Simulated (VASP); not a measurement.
Set up this calculation in VASP 6.6.1, as the native input.

```
Task                   : relaxation of cell and atoms
Functional             : PBE
Potentials or basis    : VASP PAW PBE potentials, release 64 (Mg, Zn, Te)
Cutoff                 : 600 eV
k mesh                 : 6 × 6 × 2
Occupations            : gaussian, width 0.1 eV
Spin                   : no spin polarisation
Dipole correction      : no
Further INCAR settings : ALGO = Fast; EDIFF = 1e-07; IBRION = 2; EDIFFG = -0.04; NSW = 90; ISIF = 3
```

The structure of MgZn4Te lies in POSCAR:

```
MgZn4Te
1.0
    3.2380922400      0.0000000000      0.0000000000
   -1.6190461200      2.8042701400      0.0000000000
    0.0000000000      0.0000000000     12.2482571600
Mg Zn Te
1 4 1
Direct
    0.0000000000      0.0000000000      0.0000000000
    0.6666666700      0.3333333300      0.8719140300
    0.6666666700      0.3333333300      0.3771010000
    0.3333333300      0.6666666700      0.6228990000
    0.3333333300      0.6666666700      0.1280859700
    0.0000000000      0.0000000000      0.5000000000
```

The cell was built from a structure type or drawn by symmetry, and may not be a known phase.

One way to write it, as run:

INCAR

```
PREC = Accurate
ENCUT = 600
EDIFF = 1E-7
ISMEAR = 0
SIGMA = 0.1
LREAL = False
LASPH = True
NELM = 100
ALGO = Fast
ISIF = 3
LWAVE = False
LCHARG = False
GGA = PE
IBRION = 2
NSW = 90
EDIFFG = -0.04
```

KPOINTS

```
Automatic mesh
0
Gamma
  6 6 2
```

Potentials or basis: VASP PAW PBE potentials, release 64 (Mg, Zn, Te).

The run is started by

```sh
$ cat potpaw_PBE.64/Mg/POTCAR potpaw_PBE.64/Zn/POTCAR potpaw_PBE.64/Te/POTCAR > POTCAR
$ mpirun -np 1 vasp_std > vasp.out
```

Results of the run:

| Property | Result |
| --- | --- |
| Relaxed volume | 21.04 Å³/atom |
| Relaxed cell | a = 3.602 Å, b = 3.602 Å, c = 11.237 Å, α = 90.00°, β = 90.00°, γ = 120.00° |
| Space group after relaxing (to 0.1 Å) | P-3m1 (No. 164) |
| Energy gained by relaxing | 927.9 meV/atom |
| Ionic steps | 15 |
| Pressure after relaxing | 0.0 GPa |
| Largest force after relaxing | 0.034 eV/Å |
| Band gap on the k mesh | zero (bands 28 and 29 overlap by 2.30 eV) |

Caveat: the k points lie up to 0.34 Å⁻¹ apart in the final cell, too coarse for converged energies and pressures of a metal; spin-orbit coupling is left out, which moves the levels of the heavy elements.

Run time: 15 min on 1 thread of Intel(R) Xeon(R) Platinum 8488C (Sapphire Rapids) (shared host), peak memory 0.32 GiB.
